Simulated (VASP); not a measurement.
# LiCl (P6_3mc) in VASP: further runs

Runs on LiCl. Level: PBEsol. Tasks: single point.

Everything below comes from runs of VASP 6.6.1. Logs are shortened: lines on timing, memory, paths and dates and some standing lists are left out, and cuts for length are marked.

### Step 1. The cell of the first run

Symmetry: P6_3mc, No. 186, hexagonal system. Conventional cell: a = 3.611 Å, b = 3.611 Å, c = 5.849 Å, α = 90.00°, β = 90.00°, γ = 120.00°. Li (site symmetry 3m) has 4 Cl at 2.21 Å within 2.9 Å. Within 2.9 Å of Cl (site symmetry 3m) lie 4 Li at 2.21 Å.

### Step 2. Single point, PBEsol (strain -0.080 along x and y, -0.080 along z)

Contents of INCAR:

```
PREC = Accurate ; ENCUT = 520
EDIFF = 1E-7 ; ISMEAR = 0
SIGMA = 0.05 ; LREAL = F
LASPH = T ; NELM = 60
ALGO = Normal ; ISIF = 2
LWAVE = F ; LCHARG = T
GGA = PS ; LELF = T
LVHAR = T ; NBANDS = 18
```

Contents of KPOINTS:

```
regular mesh
0
Gamma
  9 9 4
```

Contents of POSCAR:

```
LiCl
1.0
    3.6108916317      0.0000000000      0.0000000000
   -1.8054458159      3.1271238833      0.0000000000
    0.0000000000      0.0000000000      5.8485881200
Li Cl
2 2
Direct
    0.6666666667      0.3333333333      0.8760170000
    0.3333333333      0.6666666667      0.3760170000
    0.6666666667      0.3333333333      0.4989840000
    0.3333333333      0.6666666667      0.9989840000
```

Potentials or basis: VASP PAW PBE potentials, release 64 (Li_sv, Cl).

The run is started by

```console
cat potpaw_PBE.64/Li_sv/POTCAR potpaw_PBE.64/Cl/POTCAR > POTCAR
mpirun -np 1 vasp_std > vasp.out
```

OUTCAR:

```text
PREC = Accurate
   ENCUT = 520
   EDIFF = 1E-7
   ISMEAR = 0
   LREAL = F
   LASPH = T
   NELM = 60
   ISIF = 2
   GGA = PS

 ion  position               nearest neighbor table
   1  0.667  0.333  0.876-   3 2.21   4 2.21   4 2.21   4 2.21
   2  0.333  0.667  0.376-   4 2.21   3 2.21   3 2.21   3 2.21
   3  0.667  0.333  0.499-   1 2.21   2 2.21   2 2.21   2 2.21
   4  0.333  0.667  0.999-   2 2.21   1 2.21   1 2.21   1 2.21

  LATTYP: Found a hexagonal cell.
 ALAT       =     3.6108916317
 C/A-ratio  =     1.6197074619

  Lattice vectors:

 A1 = (   3.6108916317,   0.0000000000,   0.0000000000)
 A2 = (  -1.8054458159,   3.1271238833,   0.0000000000)
 A3 = (   0.0000000000,   0.0000000000,   5.8485881200)

Analysis of symmetry for initial positions (statically):
=====================================================================
 Subroutine PRICEL returns:
 Original cell was already a primitive cell.

 Routine SETGRP: Setting up the symmetry group for a
 hexagonal supercell.

 Subroutine GETGRP returns: Found 12 space group operations
 (whereof  6 operations were pure point group operations)
 out of a pool of 24 trial point group operations.

The static configuration has the point symmetry C_3v.
 The point group associated with its full space group is C_6v.

Analysis of symmetry for dynamics (positions and initial velocities):
=====================================================================
 Subroutine PRICEL returns:
 Original cell was already a primitive cell.

 Routine SETGRP: Setting up the symmetry group for a
 hexagonal supercell.

 Subroutine GETGRP returns: Found 12 space group operations
 (whereof  6 operations were pure point group operations)
 out of a pool of 24 trial point group operations.

The dynamic configuration has the point symmetry C_3v.
 The point group associated with its full space group is C_6v.

 Subroutine INISYM returns: Found 12 space group operations
 (whereof  6 operations are pure point group operations),
 and found     1 'primitive' translations

----------------------------------------------------------------------------------------

                                     Primitive cell

  volume of cell :      66.0405

[... 84 lines left out ...]
   ISTART =      0    job   : 0-new  1-cont  2-samecut
   ICHARG =      2    charge: 1-file 2-atom 10-const
   ISPIN  =      1    spin polarized calculation?
   LNONCOLLINEAR =      F non collinear calculations
   LSORBIT =      F    spin-orbit coupling
   LASPH  =      T    aspherical Exc in radial PAW
   ENCUT  =  520.0 eV  38.22 Ry    6.18 a.u.   6.71  6.71 10.87*2*pi/ulx,y,z
   NELM   =     60;   NELMIN=  2; NELMDL= -5     # of ELM steps
   EDIFF  = 0.1E-06   stopping-criterion for ELM
   LREAL  =      F    real-space projection
   EDIFFG = 0.1E-05   stopping-criterion for IOM
   NSW    =      0    number of steps for IOM
   IBRION =     -1    ionic relax: 0-MD 1-quasi-New 2-CG
   NFREE  =      0    steps in history (QN), initial steepest desc. (CG)
   ISIF   =      2    stress and relaxation
   ISYM   =      2    0-nonsym 1-usesym 2-fastsym
   POTIM  = 0.5000    time-step for ionic-motion
   TEBEG  =    0.0;   TEEND  =   0.0 temperature during run
   PSTRESS=    0.0 pullay stress
   NELECT =      20.0000    total number of electrons
   NUPDOWN=      -1.0000    fix difference up-down
   EMIN   =  10.00;   EMAX   =-10.00  energy-range for DOS
   EFERMI =   0.00;   METHOD = LEGACY
   ISMEAR =     0;   SIGMA  =   0.05  broadening in eV -4-tet -1-fermi 0-gaus
   EFERMI_NEDOS =   21; number of points for ismear=-14 and -15
   IALGO  =     38    algorithm
   IMIX   =      4    mixing-type and parameters
     AMIX     =   0.40;   BMIX     =  1.00
     AMIX_MAG =   1.60;   BMIX_MAG =  1.00
  volume/ion in A,a.u.               =      16.51       111.42
  Fermi-wavevector in a.u.,A,eV,Ry     =   1.099380  2.077528 16.444507  1.208637
  Thomas-Fermi vector in A             =   2.235774
   LORBIT       =      0    0 simple, 1 ext, 2 COOP (PROOUT), +10 PAW based schemes
   GGA     = PS    functional components
   LHFCALC =     F    Hartree Fock is set to
   AEXX    =    0.0000 exact exchange contribution
   IVDW    =     0    specifies the selected vdW correction
   LEPSILON=     F    determine dielectric tensor
   LRPA    =     F    only Hartree local field effects (RPA)
 non-spin polarized calculation
 Gauss-broadening in eV      SIGMA  =   0.05
  energy-cutoff  :      520.00
  volume of cell :       66.04
 maximum number of plane-waves:      1822
 NGX is ok and might be reduce to    28
   NGX = 13   NGY = 13   NGZ = 21

 number of electron      19.9999996 magnetization

 Free energy of the ion-electron system (eV)
  ---------------------------------------------------
  ext. energy  EPLUGINS =         0.00000000
  ---------------------------------------------------
  free energy    TOTEN  =       -14.90219297 eV

  energy without entropy =      -14.90219297  energy(sigma->0) =      -14.90219297

 E-fermi :   0.4524     XC(G=0):  -8.8112

 val. band max:        0.2548559059   @ k =   0.0000   0.0000   0.0000
 cond. band min:       6.8920046241   @ k =   0.0000   0.0000   0.0000
 fundamental gap:      6.6371487182
 Fermi energy:         0.4523902254

 k-point     1 :       0.0000    0.0000    0.0000
  band No.  band energies     occupation
      1     -41.5842      2.00000
      2     -41.5785      2.00000
      3     -13.0700      2.00000
      4     -12.5501      2.00000
      5      -2.6735      2.00000
      6      -0.2415      2.00000
[... 481 lines left out ...]
      5      -2.2292      2.00000
      6      -1.6850      2.00000
[... 10 lines left out ...]
     17      13.1450      0.00000
     18      14.2081      0.00000

 [... further k-points ...]
[... 5 lines left out ...]
  --------------------------------------------------------------------------------------
  -------------------------------------------------------------------------------------
  Total        3.2832197      3.2832197      3.2138320     -0.0000000      0.0000000      0.0000000
  in kB       79.6525984     79.6525984     77.9692181     -0.0000000      0.0000000      0.0000000
  external PRESSURE =      79.0914716 kB  Pullay stress =       0.0000000 kB

 VOLUME and BASIS-vectors are now :
 -----------------------------------------------------------------------------
  energy-cutoff  :      520.00
  volume of cell :       66.04
      direct lattice vectors                 reciprocal lattice vectors
     3.610891632  0.000000000  0.000000000     0.276939909  0.159891331  0.000000000
    -1.805445816  3.127123883  0.000000000     0.000000000  0.319782662  0.000000000
     0.000000000  0.000000000  5.848588120     0.000000000  0.000000000  0.170981437

 POSITION                                       TOTAL-FORCE (eV/Angst)
 -----------------------------------------------------------------------------------
      1.80545      1.04237      5.12346        -0.000000      0.000000      0.027827
     -0.00000      2.08475      2.19917         0.000000     -0.000000      0.027827
      1.80545      1.04237      2.91835         0.000000     -0.000000     -0.027827
     -0.00000      2.08475      5.84265        -0.000000      0.000000     -0.027827
 -----------------------------------------------------------------------------------
    total drift:                                0.000000      0.000000      0.000659

  FREE ENERGIE OF THE ION-ELECTRON SYSTEM (eV)
  ---------------------------------------------------
  free  energy   TOTEN  =       -14.9021929658 eV

  energy  without entropy=      -14.9021929658  energy(sigma->0) =      -14.90219297
```

stdout:

```text
POSCAR found type information on POSCAR LiCl
 POSCAR found :  2 types and       4 ions
 scaLAPACK will be used
 -----------------------------------------------------------------------------
|                                                                             |
|                                                                             |
|     You enforced a specific xc type in the INCAR file but a different       |
|     I HOPE YOU KNOW WHAT YOU ARE DOING!                                     |
|                                                                             |
 -----------------------------------------------------------------------------

 LDA part: xc-table for (Slater+PW92), standard interpolation
 POSCAR, INCAR and KPOINTS ok, starting setup
 FFT: planning ... GRIDC
 FFT: planning ... GRID_SOFT
 FFT: planning ... GRID
 WAVECAR not read
 entering main loop
```

It took 59 s on 1 thread of Intel Xeon 8259CL, shared host; peak memory 0.19 GiB.

What came out:

```
Free energy            : -14.9022 eV
Largest force          : 0.028 eV/Å
Band gap on the k mesh : 6.64 eV
```

Forces in eV/Å, atoms in the order of the input:
```
Li   0.000  0.000  0.028
Li   0.000  0.000  0.028
Cl   0.000  0.000 -0.028
Cl   0.000  0.000 -0.028
```

Levels at points of the mesh, in eV from the valence-band top:
```
           k point  band 7  band 8  band 9  band 10  band 11  band 12  band 13  band 14
(0.00, 0.00, 0.00)   -0.50   -0.03   -0.03     0.00     6.64     8.75    10.11    10.11
(0.00, 0.00, 0.50)   -0.27   -0.27   -0.27    -0.27     7.98     7.98    10.36    10.36
```

Caveat: the cell differs from its parent crystal (strain -0.080 along x and y, -0.080 along z); the cutoff is under 1.25 times the usual one of these potentials, so pressure, stress and relaxed cells hold a basis-set (Pulay) error; the PAW data sets were made with another functional, which shifts forces and pressure a little; an odd mesh through Γ misses points on the zone boundary, where band edges can lie.

[end of part 1 of 2]
